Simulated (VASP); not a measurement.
A run of VASP 6.6.1 is set up as follows.

File INCAR:

```
SYSTEM = CeO2
ALGO = Normal
EDIFF = 1E-8
ENCUT = 520
GGA = PS
IBRION = 8
ISIF = 2
ISMEAR = 0
LASPH = .TRUE.
LCHARG = .FALSE.
LREAL = .FALSE.
LWAVE = .FALSE.
NBANDS = 19
NELM = 100
NSW = 1
PREC = Accurate
SIGMA = 0.01
```

KPOINTS

```
k-points
0
G
  12 12 12
  0 0 0
```

File POSCAR:

```
CeO2
1.0
    0.0000000000      2.6990184294      2.6990184294
    2.6990184294      0.0000000000      2.6990184294
    2.6990184294      2.6990184294      0.0000000000
Ce O
1 2
Direct
    0.0000000000      0.0000000000      0.0000000000
    0.2500000000      0.2500000000      0.2500000000
    0.7500000000      0.7500000000      0.7500000000
```

Potentials or basis: VASP PAW PBE potentials, release 64 (Ce, O).

The run is started by

```bash
$ cat potpaw_PBE.64/Ce/POTCAR potpaw_PBE.64/O/POTCAR > POTCAR
$ mpirun -np 1 vasp_std > vasp.out
```

Predict the highest phonon frequency at Γ, LO-TO splitting left out.

434 cm⁻¹.

Phonon frequencies in cm⁻¹ (negative: imaginary):
```tsv
q point	frequencies
(0.000, 0.000, 0.000)	-5 -5 -5 284 284 284 434 434 434
```

Caveat: spin-orbit coupling is left out, which moves the levels of the heavy elements; the run has no spin polarisation, though such a crystal can be magnetic; without U or exact exchange the open f shell lies at the Fermi level, which spoils levels, moments and volumes. Spin polarisation is off, so any magnetic state and its effect on volume and gap are missing.
